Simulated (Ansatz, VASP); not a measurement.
**Ba: VASP beside Ansatz**

Contents of POSCAR:

```
Ba
1.0
    3.9177175405      0.0000000000      0.0000000000
    0.0000000000      3.9177175405      0.0000000000
    0.0000000000      0.0000000000      3.9177175405
Ba
1
Direct
    0.0000000000      0.0000000000      0.0000000000
```

INCAR.step1

```
SYSTEM = Ba
  ALGO = Normal
  EDIFF = 1E-4
  ENCUT = 520
  GGA = PE
  GGA_COMPAT = .False.
  ISMEAR = -1
  LASPH = .True.
  LCHARG = .False.
  LREAL = .False.
  LSORBIT = .True.
  LWAVE = .True.
  MAGMOM = 0 0 0
  NBANDS = 21
  NELM = 150
  PREC = Accurate
  SIGMA = 0.05
```

The input INCAR.step2:

```
SYSTEM = Ba
  ALGO = Normal
  EDIFF = 1E-6
  ENCUT = 520
  GGA_COMPAT = .False.
  ISIF = 2
  ISMEAR = -1
  ISTART = 1
  LASPH = .True.
  LCHARG = .True.
  LMIXTAU = .True.
  LORBIT = 11
  LORBMOM = .True.
  LREAL = .False.
  LSORBIT = .True.
  LVHAR = .True.
  LWAVE = .False.
  MAGMOM = 0 0 0
  METAGGA = R2SCAN
  NBANDS = 21
  NELM = 150
  PREC = Accurate
  SIGMA = 0.05
```

Contents of KPOINTS:

```
k-points
0
Gamma
  7 7 7
  0 0 0
```

File input.yaml:

```yaml
crystal:
  lattice:
    - [3.9177175405, 0.0, 0.0]
    - [0.0, 3.9177175405, 0.0]
    - [0.0, 0.0, 3.9177175405]
  atoms:
    - { symbol: Ba, position: [0.0, 0.0, 0.0] }
hamiltonian:
  xc: r2scan
  pseudopotentials: { kind: paw_fr }
magnetization:
  noncollinear: true
  spin_orbit: true
kpoints:
  mp_grid: { grid: [7, 7, 7] }
  band_path:
    path:
      - [[0.0, 0.0, 0.0], [0.0, 0.5, 0.0], [0.5, 0.5, 0.0], [0.0, 0.0, 0.0], [0.5, 0.5, 0.5], [0.0, 0.5, 0.0]]
      - [[0.5, 0.5, 0.0], [0.5, 0.5, 0.5]]
    npoints: 14
scf:
  occupations: { method: fermi_dirac, width: 0.05 }
  n_extra_bands: 6
output:
  forces: true
  stress: true
  eigenvalues: true
  fatbands: false
```

Alike in both runs: functional r2SCAN; k mesh 7 × 7 × 7; occupations fermi-dirac, width 0.05 eV; non-collinear spin, spin-orbit coupling.

```csv
,VASP,Ansatz
version,VASP 6.6.1,Ansatz 0.2.0
potentials or method,"VASP PAW PBE potentials, release 64 (Ba_sv)",Ansatz PAW
plane-wave cutoff (eV),520,500
valence electrons in the cell,10,10
task,single point,band structure
```

|  | VASP | Ansatz | Ansatz less VASP |
| --- | --- | --- | --- |
| pressure (GPa) | 0.2 | 0.0 | -0.11 |
| net moment per atom (μB) | 0.00 | 0.00 | 0.000 |

VASP's potentials were made for PBE, not for r2SCAN. The functional is the same, so the differences come from potentials, cutoffs and numerics.
